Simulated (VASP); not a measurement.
# MoS2 (P-6m2) in VASP: a series of runs, part 2 of 2

VASP 6.6.1. The steps go on from the part before.

## Step 3: Single point, PBE+D3(BJ)

This run uses another cell than the first one, of 20.94 Å³/atom.

Contents of INCAR:

```
PREC = Accurate
ENCUT = 500
EDIFF = 1E-6
ISMEAR = 0
SIGMA = 0.05
LREAL = F
LASPH = T
NELM = 120
ALGO = Normal
ISIF = 2
LWAVE = F
LCHARG = T
GGA = PE
IVDW = 12
LELF = T
LVHAR = T
NBANDS = 20
ISYM = 0
GGA_COMPAT = F
```

Contents of KPOINTS:

```
Automatic mesh
0
Gamma
  12 12 4
  0.5 0.5 0.5
```

Contents of POSCAR:

```
MoS2
1.0
    3.1497239970      0.0000000000      0.0000000000
   -1.5748619985      2.7277409963      0.0000000000
    0.0000000000      0.0000000000      7.3122969262
Mo S
1 2
Direct
    0.0000000000      0.0000000000      0.0000000000
    0.3333333333      0.6666666667      0.2356692374
    0.3333333333      0.6666666667      0.7643307626
```

Potentials or basis: VASP PAW PBE potentials, release 64 (Mo_sv, S).

Launch:

```console
cat potpaw_PBE.64/Mo_sv/POTCAR potpaw_PBE.64/S/POTCAR > POTCAR
mpirun -np 1 vasp_std > vasp.out
```

OUTCAR:

```text
PREC = Accurate
   ENCUT = 500
   EDIFF = 1E-6
   ISMEAR = 0
   LREAL = F
   LASPH = T
   NELM = 120
   ISIF = 2
   GGA = PE
   IVDW = 12
   ISYM = 0
 IVDW          = 12

 ion  position               nearest neighbor table
   1  0.000  0.000  0.000-   2 2.51   3 2.51   2 2.51   3 2.51   2 2.51   3 2.51
   2  0.333  0.667  0.236-   1 2.51   1 2.51   1 2.51
   3  0.333  0.667  0.764-   1 2.51   1 2.51   1 2.51

IMPORTANT INFORMATION: All symmetrisations will be switched off!
NOSYMM: (Re-)initialisation of all symmetry stuff for point group C_1.

----------------------------------------------------------------------------------------

                                     Primitive cell

  volume of cell :      62.8246

  direct lattice vectors                    reciprocal lattice vectors
     3.149723997  0.000000000  0.000000000     0.317488136  0.183301861  0.000000000
    -1.574861999  2.727740996  0.000000000     0.000000000  0.366603721  0.000000000
     0.000000000  0.000000000  7.312296926     0.000000000  0.000000000  0.136755935

  length of vectors
     3.149723997  3.149723997  7.312296926     0.366603721  0.366603721  0.136755935

  position of ions in fractional coordinates (direct lattice)
     0.000000000  0.000000000  0.000000000
     0.333333333  0.666666667  0.235669237
     0.333333333  0.666666667  0.764330763

  ion indices of the primitive-cell ions
   primitive index   ion index
                 1           1
                 2           2
                 3           3

----------------------------------------------------------------------------------------

 KPOINTS: Automatic mesh

Automatic generation of k-mesh.
 Grid dimensions read from file:
 generate k-points for:   12   12    4

 Generating k-lattice:

  Cartesian coordinates                     Fractional coordinates (reciprocal lattice)
     0.026457345  0.015275155  0.000000000     0.083333333  0.000000000  0.000000000
[... 75 lines left out ...]
   EFERMI_NEDOS =   21; number of points for ismear=-14 and -15
   IALGO  =     38    algorithm
   IMIX   =      4    mixing-type and parameters
     AMIX     =   0.40;   BMIX     =  1.00
     AMIX_MAG =   1.60;   BMIX_MAG =  1.00
  volume/ion in A,a.u.               =      20.94       141.32
  Fermi-wavevector in a.u.,A,eV,Ry     =   1.219990  2.305446 20.250566  1.488375
  Thomas-Fermi vector in A             =   2.355223
   LORBIT       =      0    0 simple, 1 ext, 2 COOP (PROOUT), +10 PAW based schemes
   GGA     = PE    functional components
   LHFCALC =     F    Hartree Fock is set to
   AEXX    =    0.0000 exact exchange contribution
   IVDW    =    12    specifies the selected vdW correction
   LEPSILON=     F    determine dielectric tensor
   LRPA    =     F    only Hartree local field effects (RPA)
 non-spin polarized calculation
 Gauss-broadening in eV      SIGMA  =   0.05
  energy-cutoff  :      500.00
  volume of cell :       62.82
 maximum number of plane-waves:      1606
   NGX = 11   NGY = 11   NGZ = 27

 number of electron      26.0000002 magnetization

 Free energy of the ion-electron system (eV)
  ---------------------------------------------------
  ext. energy  EPLUGINS =         0.00000000
  ---------------------------------------------------
  free energy    TOTEN  =       -21.47124284 eV

  energy without entropy =      -21.47124284  energy(sigma->0) =      -21.47124284

 E-fermi :   5.3973     XC(G=0):  -9.8297

 val. band max:        5.0549518160   @ k =   0.2917   0.3333   0.3750
 cond. band min:       6.3140891518   @ k =  -0.1667  -0.2083  -0.1250
 fundamental gap:      1.2591373358
 Fermi energy:         5.3973243654

 k-point     1 :       0.0417    0.0417    0.1250
  band No.  band energies     occupation
      1     -55.9283      2.00000
      2     -30.0450      2.00000
      3     -29.8027      2.00000
      4     -29.7879      2.00000
      5      -8.6993      2.00000
      6      -7.8073      2.00000
[... 541 lines left out ...]
     19      13.6880      0.00000
     20      14.5183      0.00000

 [... further k-points ...]

------------------------ aborting loop because EDIFF is reached ----------------------------------------

 Edisp (eV)   -1.09269

 E8    (eV) :    -0.4437

  FORCE on cell =-STRESS in cart. coord.  units (eV):
  Direction    XX          YY          ZZ          XY          YZ          ZX
  --------------------------------------------------------------------------------------
  -------------------------------------------------------------------------------------
  Total      -2.43813    -2.43813    -8.63566     0.00000     0.00000    -0.00000
  in kB     -62.17829   -62.17820  -220.23017     0.00010     0.00000    -0.00002
  external pressure =     -114.86 kB  Pullay stress =        0.00 kB

 VOLUME and BASIS-vectors are now :
 -----------------------------------------------------------------------------
  energy-cutoff  :      500.00
  volume of cell :       62.82
      direct lattice vectors                 reciprocal lattice vectors
     3.149723997  0.000000000  0.000000000     0.317488136  0.183301861  0.000000000
    -1.574861999  2.727740996  0.000000000     0.000000000  0.366603721  0.000000000
     0.000000000  0.000000000  7.312296926     0.000000000  0.000000000  0.136755935

 POSITION                                       TOTAL-FORCE (eV/Angst)
 -----------------------------------------------------------------------------------
      0.00000      0.00000      0.00000        -0.000000      0.000000      0.000000
     -0.00000      1.81849      1.72328        -0.000000      0.000000     -2.342721
     -0.00000      1.81849      5.58901         0.000000     -0.000000      2.342721
 -----------------------------------------------------------------------------------
    total drift:                               -0.000000     -0.000000      0.000000

  FREE ENERGIE OF THE ION-ELECTRON SYSTEM (eV)
  ---------------------------------------------------
  free  energy   TOTEN  =       -22.5639362898 eV

  energy  without entropy=      -22.5639362898  energy(sigma->0) =      -22.56393629
```

It took 19 min on 1 thread of Oxide Virtual Turin-like, shared host; peak memory 0.89 GiB.

What came out:

| Item | Value |
| --- | --- |
| Free energy | -22.5639 eV |
| Pressure | -11.5 GPa |
| Largest force | 2.343 eV/Å |
| Band gap on the k mesh | 1.26 eV (least direct gap 1.92 eV) |
| Dispersion energy per atom | -0.364 eV |

Forces on the atoms (eV/Å):
```
Mo   0.000  0.000  0.000
S    0.000  0.000 -2.343
S    0.000  0.000  2.343
```

Caveat: the stress differs along the axes, from -22 to -6 GPa; a shifted mesh leaves out Γ, where band edges can lie; forces of over 1 eV/Å act on the atoms, so gaps and moduli don't describe the material at rest.

## Step 4: Single point, PBE+D3(BJ), non-collinear spin, zero start, spin-orbit coupling

This run uses another cell than the first one, of 19.51 Å³/atom.

Contents of INCAR:

```
PREC     = Accurate       # precision mode
ENCUT    = 500            # plane-wave cutoff, eV
EDIFF    = 1E-6           # SCF threshold, eV
ISMEAR   = 0              # smearing method
SIGMA    = 0.05           # smearing width, eV
LREAL    = False          # projectors in reciprocal space
LASPH    = True           # aspherical terms in the spheres
NELM     = 200            # most SCF steps
ALGO     = Normal         # electronic algorithm
ISIF     = 2              # what is computed and relaxed
LWAVE    = False          # write WAVECAR
LCHARG   = False          # write CHGCAR
MAGMOM   = 0 0 0 0 0 0 0 0 0 # initial moments
LORBIT   = 11             # projections on sites
LSORBIT  = True           # spin-orbit coupling
GGA_COMPAT= False        
LORBMOM  = True         
LMAXMIX  = 4              # l up to which the mixer works
GGA      = PE             # functional
IVDW     = 12             # dispersion correction
NBANDS   = 39             # bands
```

Contents of KPOINTS:

```
Automatic mesh
0
Gamma
  12 12 4
```

Edit POSCAR of step 3 so:

```diff
@@ -4,3 +4,3 @@
    -1.5748619985      2.7277409963      0.0000000000
-    0.0000000000      0.0000000000      7.3122969262
+    0.0000000000      0.0000000000      6.8137312267
 Mo S
```

Launch:

```console
cat potpaw_PBE.64/Mo_sv/POTCAR potpaw_PBE.64/S/POTCAR > POTCAR
mpirun -np 1 vasp_ncl > vasp.out
```

Run time: 9.1 min. Hardware: 1 thread of Oxide Virtual Turin-like, shared host; peak memory 0.44 GiB.

The run converged. Its results:

```yaml
Free_energy: -23.0581 eV
Pressure: -3.6 GPa
Largest_force: 0.683 eV/Å
Net_moment: 0.00 μB per cell
Valence_electrons_inside_the_program's_atomic_spheres: Mo 12.42; S 3.69
Dispersion_energy_per_atom: -0.388 eV
```

Forces on the atoms (eV/Å):
```
Mo   0.000  0.000  0.000
S    0.000  0.000 -0.683
S    0.000  0.000  0.683
```

Stress tensor (GPa, compression positive):
```
-2.10  0.00  0.00
 0.00 -2.10  0.00
 0.00  0.00 -6.66
```

Moments on the atoms (μB; x, y, z):
```
Mo  0.00 0.00 0.00
S   0.00 0.00 0.00
S   0.00 0.00 0.00
```

Caveat: the cell stands under tension.

## Step 5: Overview

```tsv
level	spin	U	cell	k mesh	gap on the mesh (eV)	pressure (GPa)	largest force (eV/Å)
PBE+D3(BJ)+U	off	Mo d U = 2.0 eV	a = 3.150, b = 3.150, c = 7.229 Å, angles 90.0, 90.0, 120.0°, 3 atoms	12 × 12 × 4	1.17	-9.5	1.99
PBE+D3(BJ)	off	-	a = 3.150, b = 3.150, c = 7.312 Å, angles 90.0, 90.0, 120.0°, 3 atoms	12 × 12 × 4, shifted	1.26	-11.5	2.34
PBE+D3(BJ)	non-collinear, zero start, SOC	-	a = 3.150, b = 3.150, c = 6.814 Å, angles 90.0, 90.0, 120.0°, 3 atoms	12 × 12 × 4	-	-3.6	0.68
```

Alike in all rows: task single point; potentials or basis VASP PAW PBE potentials, release 64 (Mo_sv, S); cutoff (eV) 500; smearing gaussian 0.05 eV.

Caveats: forces of over 1 eV/Å act on the atoms, so gaps and moduli don't describe the material at rest (at least some runs); the stress differs along the axes, from -19 to -5 GPa (at least some runs); the stress differs along the axes, from -22 to -6 GPa (at least some runs); a shifted mesh leaves out Γ, where band edges can lie (at least some runs); the cell stands under tension (at least some runs).

Absolute energies hang on the potentials; compare differences alone.
